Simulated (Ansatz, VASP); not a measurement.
**Ta in VASP and in Ansatz**

File INCAR:

```
PREC = Accurate
ENCUT = 500
EDIFF = 1E-7
ISMEAR = -1
SIGMA = 0.05
LREAL = F
LASPH = T
NELM = 120
ALGO = Normal
ISIF = 3
LWAVE = F
LCHARG = F
GGA = RP
IVDW = 13
IBRION = 2
NSW = 80
EDIFFG = -0.02
GGA_COMPAT = F
NELMIN = 4
```

File KPOINTS:

```
Automatic mesh
0
Gamma
  11 11 11
```

Contents of POSCAR:

```
Ta
1.0
   -1.6512800000      1.6512800000      1.6512800000
    1.6512800000     -1.6512800000      1.6512800000
    1.6512800000      1.6512800000     -1.6512800000
Ta
1
Direct
    0.0000000000      0.0000000000      0.0000000000
```

Contents of input.yaml:

```yaml
crystal:
  lattice:
    - [-1.65128, 1.65128, 1.65128]
    - [1.65128, -1.65128, 1.65128]
    - [1.65128, 1.65128, -1.65128]
  atoms:
    - { symbol: Ta, position: [0.0, 0.0, 0.0] }
kpoints:
  mp_grid: { grid: [11, 11, 11] }
scf:
  occupations: { method: fermi_dirac, width: 0.05 }
hamiltonian:
  xc: rpbe
  dispersion: d4
  pseudopotentials: { kind: all_electron, lapw: { basis_error: 0.001 } }
output:
  forces: true
  stress: true
relax:
  f_tol: 0.02
  max_steps: 60
  cell: {}
```

Alike in both runs: task relaxation of cell and atoms; functional RPBE; dispersion D4; k mesh 11 × 11 × 11; occupations fermi-dirac, width 0.05 eV; no spin polarisation.

|  | VASP | Ansatz |
| --- | --- | --- |
| version | VASP 6.6.1 | Ansatz 0.2.0 |
| potentials or method | VASP PAW PBE potentials, release 64 (Ta_pv), cutoff 500 eV | all-electron LAPW, scalar-relativistic |

```csv
,VASP,Ansatz,Ansatz less VASP
relaxed volume (Å³/atom),18.15,18.14,-0.005
relaxed cell length with the largest relative difference (Å),2.867,2.867,-0.0003
```

VASP's potentials were made for PBE, not for RPBE. Ansatz ran all-electron here, and VASP with PAW potentials.

Spin-orbit coupling is off throughout.
